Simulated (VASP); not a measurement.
A run of VASP 6.6.1:

INCAR

```
SYSTEM = TiB2
ALGO = Normal
EDIFF = 1E-8
ENCUT = 520
GGA = PS
ISIF = 2
ISMEAR = -1
LASPH = .TRUE.
LCHARG = .FALSE.
LEFG = .TRUE.
LREAL = .FALSE.
LWAVE = .FALSE.
NBANDS = 16
NELM = 100
PREC = Accurate
SIGMA = 0.08
```

Contents of KPOINTS:

```
k-points
0
G
  15 15 13
  0 0 0
```

Contents of POSCAR:

```
TiB2
1.0
    2.9673604788      0.0000000000      0.0000000000
   -1.4836802394      2.5698095569      0.0000000000
    0.0000000000      0.0000000000      3.1624957934
Ti B
1 2
Direct
    0.0000000000      0.0000000000      0.0000000000
    0.3333333333      0.6666666667      0.5000000000
    0.6666666667      0.3333333333      0.5000000000
```

Potentials or basis: VASP PAW PBE potentials, release 64 (Ti_sv, B).

Command:

```bash
$ cat potpaw_PBE.64/Ti_sv/POTCAR potpaw_PBE.64/B/POTCAR > POTCAR
$ mpirun -np 1 vasp_std > vasp.out
```

Hardware: 1 thread of Intel(R) Xeon(R) 6975P-C (Granite Rapids) (shared host).

Problem. How long does it take, and how much memory?

Solution. Run time: 28 s on 1 thread of Intel(R) Xeon(R) 6975P-C (Granite Rapids), with other jobs on the host, peak memory 0.19 GiB. Counts: scf iterations 17, k points 189.
